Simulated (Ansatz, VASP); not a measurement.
Fe in VASP and in Ansatz

```
Fe
1.0
    -1.38080    1.38080    1.38080
     1.38080   -1.38080    1.38080
     1.38080    1.38080   -1.38080
Fe
1
Direct
  0.00000 0.00000 0.00000
```

Alike in both runs: task single point; functional PBE; k mesh 16 × 16 × 16; occupations fermi-dirac, width 1 eV; no spin polarisation.

```csv
,VASP,Ansatz
version,VASP 6.6.1,Ansatz 0.2.0
potentials or method,"VASP PAW PBE potentials, release 64 (Fe), cutoff 600 eV","plane waves (420 eV) with PAW, scalar-relativistic"
valence electrons in the cell,8,16
```

|  | VASP | Ansatz | Ansatz less VASP |
| --- | --- | --- | --- |
| pressure (GPa) | 34.3 | 34.6 | +0.30 |

Both programs put the cell under a high pressure, so it lies far from rest at this level. VASP's potentials hold 8 valence electrons a cell and Ansatz's 16, so a difference there can come from the potentials and not from the codes.
